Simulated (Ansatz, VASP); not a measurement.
## Two plane-wave programs on NaCl

Contents of INCAR:

```
SYSTEM = NaCl
PREC = Accurate ; ENCUT = 520
EDIFF = 1E-6 ; ISMEAR = 0
SIGMA = 0.05 ; LREAL = .FALSE.
LASPH = .TRUE. ; NELM = 100
ALGO = Normal ; ISIF = 2
LWAVE = .FALSE. ; LCHARG = .FALSE.
GGA = PE ; NBANDS = 14
```

KPOINTS

```
Automatic mesh
0
G
  8 8 8
  0 0 0
```

File POSCAR:

```
NaCl
1.0
    0.0000000000      2.6647787748      3.1977345297
    2.6647787748      0.0000000000      3.1977345297
    2.6647787748      2.6647787748      0.0000000000
Na Cl
1 1
Direct
    0.0000000000      0.0000000000      0.0000000000
    0.5000000000      0.5000000000      0.5000000000
```

Input for Ansatz:

```yaml
crystal:
  lattice:
    - [0.0, 2.6647787748, 3.1977345297]
    - [2.6647787748, 0.0, 3.1977345297]
    - [2.6647787748, 2.6647787748, 0.0]
  atoms:
    - { symbol: Na, position: [0.0, 0.0, 0.0] }
    - { symbol: Cl, position: [0.5, 0.5, 0.5] }
basis:
  ecutwfc: 420
kpoints:
  mp_grid: { grid: [8, 8, 8] }
hamiltonian:
  xc: pbe
scf:
  occupations: { method: gaussian, width: 0.05 }
output:
  forces: true
  stress: true
  eigenvalues: true
```

Alike in both runs: task single point; functional PBE; k mesh 8 × 8 × 8; occupations gaussian, width 0.05 eV; no spin polarisation.

```csv
,VASP,Ansatz
version,VASP 6.6.1,Ansatz 0.2.0
potentials or method,"VASP PAW PBE potentials, release 64 (Na_pv, Cl), cutoff 520 eV","scalar-relativistic, plane waves, PAW"
valence electrons in the cell,14,16
```

```tsv
	VASP	Ansatz	Ansatz less VASP
gap on the k mesh at the Fermi level (eV)	5.10	5.10	-0.001
least direct gap on the mesh (eV)	5.10	5.10	-0.001
pressure (GPa)	2.3	2.3	+0.02
traceless stress, the component that is largest in VASP (GPa)	-4.01	-3.98	+0.031
```

VASP's potentials hold 14 valence electrons a cell and Ansatz's 16, so a difference there can come from the potentials and not from the codes.
